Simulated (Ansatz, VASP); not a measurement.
**One calculation of Ti, two programs**

```xyz
2
Lattice="2.9500 0.0000 0.0037 -1.4750 2.5548 -0.0018 0.0059 0.0000 4.6860" Properties=species:S:1:pos:R:3 pbc="T T T"
Ti    0.0015    1.7032    1.1715
Ti    1.4794    0.8516    3.5163
```

Change from the starting cell: strain +0.0025 x Voigt [0, 0, 0, 0, 1, 0], atoms carried along.

Alike in both runs: task single point; functional PBE; k mesh 18 × 18 × 10; occupations gaussian, width 0.15 eV; no spin polarisation.

|  | VASP | Ansatz |
| --- | --- | --- |
| version | VASP 6.6.1 | Ansatz 0.2.0 |
| potentials or method | VASP PAW PBE potentials, release 64 (Ti_sv), cutoff 520 eV | scalar-relativistic, plane waves, PAW |
| valence electrons in the cell | 24 | 24 |

Ansatz gave:

| Property | Result |
| --- | --- |
| gap on the k mesh at the Fermi level (eV) | none |
| pressure (GPa) | -1.6 |
| traceless stress, the component that is largest in VASP (GPa) | -0.31 |

Task: What did VASP give for the same quantities?

Result: gap on the k mesh at the Fermi level (eV): none; pressure (GPa): -2.1; traceless stress, the component that is largest in VASP (GPa): -0.31.

A gap of «none» marks a metal or a gap that the smearing closes. The functional is the same, so the differences come from potentials, cutoffs and numerics.
